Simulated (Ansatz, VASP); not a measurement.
## Y in VASP and in Ansatz

```
CELL_PARAMETERS angstrom
3.69955 0.00000 0.00000
-1.84978 3.20390 0.00000
0.00000 0.00000 5.82303
ATOMIC_POSITIONS crystal
Y 0.33333 0.66667 0.25000
Y 0.66667 0.33333 0.75000
```

Change from the starting cell: volume scaled by 1.04, PAW files.

Alike in both runs: task electric field gradients; functional LDA; k mesh 12 × 12 × 7; occupations fermi-dirac, width 0.08 eV; no spin polarisation.

|  | VASP | Ansatz |
| --- | --- | --- |
| version | VASP 6.6.1 | Ansatz 0.2.0 |
| potentials or method | VASP PAW LDA potentials, release 64 (Y_sv) | PAW with Ansatz's default frozen-core files, scalar-relativistic |
| plane-wave cutoff (eV) | 520 | 420 |
| valence electrons in the cell | 22 | 22 |

|  | VASP | Ansatz | Ansatz less VASP |
| --- | --- | --- | --- |
| pressure (GPa) | -5.2 | -5.1 | +0.08 |
| traceless stress, the component that is largest in VASP (GPa) | -0.39 | -0.40 | -0.003 |
| size of Vzz on the site where it differs most (V/Å²) | 22.9 | 23.7 | +0.77 |

LDA's correlation is that of Perdew and Zunger in VASP and of Perdew and Wang (1992) in Ansatz.
